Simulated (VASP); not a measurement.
Write the native input for VASP 6.6.1 that does the following.

```
Task                   : single point
Functional             : PBEsol
Potentials or basis    : VASP PAW PBE potentials, release 64 (Ti_sv, Co)
Cutoff                 : 520 eV
k mesh                 : 10 × 10 × 10
Occupations            : fermi-dirac, width 0.5 eV
Spin                   : collinear spin, ferromagnetic start
Starting moments       : [0.0, 0.0, 0.0, 0.0, 0.59, 0.59] μB
Dipole correction      : no
Further INCAR settings : ALGO = Normal; EDIFF = 1e-07; NBANDS = 46
```

The structure of Ti2Co lies in POSCAR:

```
Ti2Co
1.0
    0.0000000000      3.3650000000      3.3650000000
    3.3650000000      0.0000000000      3.3650000000
    3.3650000000      3.3650000000      0.0000000000
Ti Co
4 2
Direct
    0.1250000000      0.1250000000      0.1250000000
    0.6250000000      0.1250000000      0.1250000000
    0.1250000000      0.1250000000      0.6250000000
    0.1250000000      0.6250000000      0.1250000000
    0.5000000000      0.5000000000      0.5000000000
    0.7500000000      0.7500000000      0.7500000000
```

The input as run:

INCAR

```
SYSTEM = Ti2Co
  PREC = Accurate
  ENCUT = 520
  EDIFF = 1E-7
  ISMEAR = -1
  SIGMA = 0.5
  LREAL = .FALSE.
  LASPH = .TRUE.
  NELM = 150
  ALGO = Normal
  ISIF = 2
  LWAVE = .FALSE.
  LCHARG = .FALSE.
  ISPIN = 2
  MAGMOM = 0 0 0 0 0.59 0.59
  LORBIT = 11
  LMAXMIX = 4
  GGA = PS
  NBANDS = 46
```

KPOINTS

```
Automatic mesh
0
G
  10 10 10
  0 0 0
```

Potentials or basis: VASP PAW PBE potentials, release 64 (Ti_sv, Co).

The run is started by

```bash
$ cat potpaw_PBE.64/Ti_sv/POTCAR potpaw_PBE.64/Co/POTCAR > POTCAR
$ mpirun -np 1 vasp_std > vasp.out
```

Results of the run:

The pressure is 22.9 GPa and the band gap on the k mesh is zero (filled and empty bands overlap). The net moment is 0.00 μB per cell. The valence electrons inside the program's atomic spheres are Ti 10.81; Co 8.12.

Caveat: the cell stands under pressure; so wide a smearing shifts energies and pressures; the PAW data sets were made with another functional, which shifts forces and pressure a little.

Run time: 7.6 min on 1 thread of Intel(R) Xeon(R) Platinum 8259CL CPU @ 2.50GHz (Skylake/Cascade Lake) (shared host), peak memory 0.39 GiB.
